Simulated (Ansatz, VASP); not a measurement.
## One calculation of SrCa, two programs

```
CELL_PARAMETERS angstrom
3.92616 0.00000 0.00000
-1.96308 3.40016 0.00000
0.00000 0.00000 6.48305
ATOMIC_POSITIONS crystal
Sr 0.66667 0.33333 0.50000
Ca 0.00000 0.00000 0.00000
```

Alike in both runs: functional LDA; k mesh 10 × 10 × 6; occupations fermi-dirac, width 0.05 eV; no spin polarisation.

Ansatz relaxed the structure, and its values are those at the end. VASP's run is a single point on that final structure, the one shown.

```csv
,VASP,Ansatz
version,VASP 6.6.1,Ansatz 0.2.0
potentials or method,"VASP PAW LDA potentials, release 64 (Sr_sv, Ca_sv)","PAW with Ansatz's default frozen-core files, scalar-relativistic"
plane-wave cutoff (eV),520,420
valence electrons in the cell,20,20
```

```tsv
	VASP	Ansatz	Ansatz less VASP
pressure (GPa)	0.0	0.0	+0.01
```

LDA's correlation is that of Perdew and Zunger in VASP and of Perdew and Wang (1992) in Ansatz.
